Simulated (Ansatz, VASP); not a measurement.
BeZn2S2O in VASP and in Ansatz

INCAR

```
PREC     = Accurate       # precision mode
ENCUT    = 600            # plane-wave cutoff, eV
EDIFF    = 1E-6           # SCF threshold, eV
ISMEAR   = 0              # smearing method
SIGMA    = 0.1            # smearing width, eV
LREAL    = False          # projectors in reciprocal space
LASPH    = True           # aspherical terms in the spheres
NELM     = 100            # most SCF steps
ALGO     = Normal         # electronic algorithm
ISIF     = 3              # what is computed and relaxed
LWAVE    = False          # write WAVECAR
LCHARG   = False          # write CHGCAR
GGA      = PE             # functional
IBRION   = 2              # ionic algorithm
NSW      = 90             # ionic steps
EDIFFG   = -0.04          # ionic threshold
```

The input KPOINTS:

```
regular mesh
0
Gamma
  6 6 6
```

POSCAR

```
BeZn2S2O
1.0
   -1.9593473400      1.9593473400      5.4214258000
    1.9593473400     -1.9593473400      5.4214258000
    1.9593473400      1.9593473400     -5.4214258000
Be Zn S O
1 2 2 1
Direct
    0.0000000000      0.0000000000      0.0000000000
    0.3621850000      0.3621850000      0.0000000000
    0.6378150000      0.6378150000      0.0000000000
    0.7500000000      0.2500000000      0.5000000000
    0.2500000000      0.7500000000      0.5000000000
    0.5000000000      0.5000000000      0.0000000000
```

Input for Ansatz:

```yaml
crystal:
  lattice:
    - [-1.95934734, 1.95934734, 5.4214258]
    - [1.95934734, -1.95934734, 5.4214258]
    - [1.95934734, 1.95934734, -5.4214258]
  atoms:
    - { symbol: Be, position: [0.0, 0.0, 0.0] }
    - { symbol: Zn, position: [0.362185, 0.362185, 0.0] }
    - { symbol: Zn, position: [0.637815, 0.637815, 0.0] }
    - { symbol: S, position: [0.75, 0.25, 0.5] }
    - { symbol: S, position: [0.25, 0.75, 0.5] }
    - { symbol: O, position: [0.5, 0.5, 0.0] }
basis:
  ecutwfc: 420
kpoints:
  mp_grid: { grid: [6, 6, 6] }
hamiltonian:
  xc: pbe
scf:
  occupations: { method: gaussian, width: 0.1 }
  lower_state_search: "off"
output:
  forces: true
  stress: true
  eigenvalues: true
relax:
  adjacent_minimum: "off"
  f_tol: 0.04
  max_steps: 70
  cell: { stress_tol: 0.4 }
```

Change from the starting cell: species swapped into the LaB2Pt2C type (I4/mmm, No. 139).

Alike in both runs: task relaxation of cell and atoms; functional PBE; k mesh 6 × 6 × 6; occupations gaussian, width 0.1 eV; no spin polarisation.

|  | VASP | Ansatz |
| --- | --- | --- |
| version | VASP 6.6.1 | Ansatz 0.2.0 |
| potentials or method | VASP PAW PBE potentials, release 64 (Be, Zn, S, O), cutoff 600 eV | scalar-relativistic, plane waves, PAW |
| valence electrons in the cell | 44 | 44 |

VASP gave:

```
gap on the k mesh at the Fermi level, each at its own relaxed structure (eV) : none
relaxed volume (Å³/atom)                                                     : 18.65
relaxed cell length with the largest relative difference (Å)                 : 6.770
```

Problem. Estimate Ansatz's values.

Solution. gap on the k mesh at the Fermi level, each at its own relaxed structure (eV): none; relaxed volume (Å³/atom): 18.51; relaxed cell length with the largest relative difference (Å): 6.782.

A gap of «none» marks a metal or a gap that the smearing closes.

The k mesh is coarse, so the values compare programs but aren't converged. Noted on VASP's run: the volume moved by over 15 % at a fixed basis, so the end points are rough.
